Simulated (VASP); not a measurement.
Crystal: Bi.

```
CELL_PARAMETERS angstrom
3.38000 0.00000 0.00000
0.00000 3.38000 0.00000
0.00000 0.00000 3.38000
ATOMIC_POSITIONS crystal
Bi 0.00000 0.00000 0.00000
```

* Program: VASP 6.6.1
* Task: relaxation of cell and atoms
* Functional: LDA
* Potentials or basis: VASP PAW LDA potentials, release 64 (Bi_d)
* Cutoff: 500 eV
* k mesh: 5 × 5 × 5
* Occupations: gaussian, width 0.1 eV
* Spin: no spin polarisation

At the start: pressure -6.2 GPa; volume 38.61 Å³/atom.

How do energy, volume and symmetry change on relaxing?

Over 3 steps the energy falls by 131.5 meV/atom and the volume is 32.82 Å³/atom (-15.0 %); space group Pm-3m (No. 221, to 0.05 Å).

The path:
```csv
step,energy change (eV),largest force (eV/Å),pressure (GPa),volume (Å³)
1,0.0000,0.0000,-6.22,38.61
2,-0.1080,0.0000,4.04,30.83
3,-0.1315,0.0000,-0.01,32.82
```

Final structure:
```yaml
crystal:
  lattice:
    - [3.20170, 0.00000, 0.00000]
    - [0.00000, 3.20170, 0.00000]
    - [0.00000, 0.00000, 3.20170]
  atoms:
    - { symbol: Bi, position: [0.00000, 0.00000, 0.00000] }
```

Caveat: the k points lie up to 0.39 Å⁻¹ apart in the final cell; the volume moved by over 15 % at a fixed basis, so the end points are rough.
